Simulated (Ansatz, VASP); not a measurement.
## Two plane-wave programs on BiSe4

INCAR

```
SYSTEM = BiSe4
  PREC = Accurate
  ENCUT = 600
  EDIFF = 1E-7
  ISMEAR = 0
  SIGMA = 0.1
  LREAL = .False.
  LASPH = .True.
  NELM = 80
  ALGO = Normal
  ISIF = 3
  LWAVE = .False.
  LCHARG = .False.
  GGA = PE
  IBRION = 2
  NSW = 100
  EDIFFG = -0.01
```

The input KPOINTS:

```
Automatic mesh
0
Gamma
  8 8 8
  0 0 0
```

Contents of POSCAR:

```
BiSe4
1.0
   -3.3604365762      3.3604365762      3.3604365762
    3.3604365762     -3.3604365762      3.3604365762
    3.3604365762      3.3604365762     -3.3604365762
Bi Se
1 4
Direct
    0.0000000000      0.0000000000      0.0000000000
    0.5000000000      0.5000000000      0.5000000000
    0.0000000000      0.0000000000      0.5000000000
    0.0000000000      0.5000000000      0.0000000000
    0.5000000000      0.0000000000      0.0000000000
```

Input for Ansatz:

```yaml
crystal:
  lattice:
    - [-3.3604365762, 3.3604365762, 3.3604365762]
    - [3.3604365762, -3.3604365762, 3.3604365762]
    - [3.3604365762, 3.3604365762, -3.3604365762]
  atoms:
    - { symbol: Bi, position: [0.0, 0.0, 0.0] }
    - { symbol: Se, position: [0.5, 0.5, 0.5] }
    - { symbol: Se, position: [0.0, 0.0, 0.5] }
    - { symbol: Se, position: [0.0, 0.5, 0.0] }
    - { symbol: Se, position: [0.5, 0.0, 0.0] }
basis:
  ecutwfc: 420
kpoints:
  mp_grid: { grid: [8, 8, 8] }
hamiltonian:
  xc: pbe
scf:
  occupations: { method: gaussian, width: 0.1 }
output:
  forces: true
  stress: true
  eigenvalues: true
relax:
  adjacent_minimum: "off"
  f_tol: 0.01
  max_steps: 80
  cell: { stress_tol: 0.05 }
```

Alike in both runs: task relaxation of cell and atoms; functional PBE; k mesh 8 × 8 × 8; occupations gaussian, width 0.1 eV; no spin polarisation.

```csv
,VASP,Ansatz
version,VASP 6.6.1,Ansatz 0.2.0
potentials or method,"VASP PAW PBE potentials, release 64 (Bi_d, Se), cutoff 600 eV","scalar-relativistic, plane waves, PAW"
valence electrons in the cell,39,79
```

```csv
,VASP,Ansatz,Ansatz less VASP
"gap on the k mesh at the Fermi level, each at its own relaxed structure (eV)",none,none,-
relaxed volume (Å³/atom),30.09,30.08,-0.010
relaxed length of the cell vector where the two differ most in proportion (Å),5.803,5.802,-0.0007
```

A gap of «none» marks a metal or a gap that the smearing closes. VASP's potentials hold 39 valence electrons a cell and Ansatz's 79, so a difference there can come from the potentials and not from the codes.

Spin-orbit coupling is off throughout.
